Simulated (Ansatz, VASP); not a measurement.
**TaTl: VASP beside Ansatz**

```
Ta Tl
1.0
     3.47219    0.00000    0.00000
     0.00000    3.47219    0.00000
     0.00000    0.00000    4.29046
Ta Tl
1 1
Direct
  0.50335 0.49423 0.49994
  0.00587 0.00392 0.00119
```

Change from the starting cell: atoms moved at random, drawn with an rms of 0.05 Å.

Alike in both runs: task single point; functional PBE; k mesh 8 × 8 × 6; occupations fermi-dirac, width 0.05 eV; no spin polarisation.

|  | VASP | Ansatz |
| --- | --- | --- |
| version | VASP 6.6.1 | Ansatz 0.2.0 |
| potentials or method | VASP PAW PBE potentials, release 64 (Ta_pv, Tl_d), cutoff 520 eV | all-electron LAPW, scalar-relativistic |

```tsv
	VASP	Ansatz	Ansatz less VASP
gap on the k mesh at the Fermi level (eV)	none	none	-
pressure (GPa)	-16.5	-16.4	+0.09
traceless stress, the component that is largest in VASP (GPa)	4.21	4.22	+0.016
rms of the force components (eV/Å)	0.019	0.019	+0.0003
```

Atom by atom the forces differ by 0.000 eV/Å (rms over components). A gap of «none» marks a metal or a gap that the smearing closes. Ansatz ran all-electron here, and VASP with PAW potentials.

Neither program's run includes spin-orbit coupling.
